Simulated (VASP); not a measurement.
Write the native input for VASP 6.6.1 that does the following.

```yaml
Task: single point
Functional: r2SCAN
Potentials_or_basis: VASP PAW PBE potentials, release 64 (Pb_d)
Cutoff: 520 eV
k_mesh: 4 × 4 × 4
Occupations: gaussian, width 0.1 eV
Spin: no spin polarisation
Dipole_correction: no
Further_INCAR_settings: ALGO = Normal; EDIFF = 1e-06; NBANDS = 28
```

The system is Pb.

```
CELL_PARAMETERS angstrom
4.70409 0.00000 0.00000
0.00000 4.70409 0.00000
0.00000 0.00000 4.70409
ATOMIC_POSITIONS crystal
Pb 0.00000 0.50000 0.50000
Pb 0.50000 0.00000 0.50000
Pb 0.50000 0.50000 0.00000
```

One way to write it, as run:

POSCAR

```
Pb
1.0
    4.7040887366      0.0000000000      0.0000000000
    0.0000000000      4.7040887366      0.0000000000
    0.0000000000      0.0000000000      4.7040887366
Pb
3
Direct
    0.0000000000      0.5000000000      0.5000000000
    0.5000000000      0.0000000000      0.5000000000
    0.5000000000      0.5000000000      0.0000000000
```

INCAR.step1

```
ALGO = Normal
EDIFF = 1E-4
ENCUT = 520
GGA = PE
ISMEAR = 0
LASPH = T
LCHARG = F
LREAL = F
LWAVE = T
NBANDS = 28
NELM = 60
PREC = Accurate
SIGMA = 0.1
```

INCAR.step2

```
ALGO = Normal
EDIFF = 1E-6
ENCUT = 520
ISIF = 2
ISMEAR = 0
ISTART = 1
LASPH = T
LCHARG = F
LMIXTAU = T
LREAL = F
LWAVE = F
METAGGA = R2SCAN
NBANDS = 28
NELM = 60
PREC = Accurate
SIGMA = 0.1
```

KPOINTS

```
k-points
0
Gamma
  4 4 4
```

Potentials or basis: VASP PAW PBE potentials, release 64 (Pb_d).

Launch:

```bash
$ cat potpaw_PBE.64/Pb_d/POTCAR > POTCAR
$ cp INCAR.step1 INCAR
$ mpirun -np 1 vasp_std > vasp.out
$ cp INCAR.step2 INCAR
$ mpirun -np 1 vasp_std > vasp.out
```

It gave:

```
Pressure               : 0.1 GPa
Band gap on the k mesh : zero (band 21 reaches 6.59 eV, above the bottom of band 22 at 2.77 eV)
```

Caveat: the PAW data sets were made with another functional, which shifts forces and pressure a little; spin-orbit coupling is left out, which moves the levels of the heavy elements.

It took 62 s on 1 thread of AMD EPYC 9R14 (Zen 4), on a shared host, peak memory 0.18 GiB.
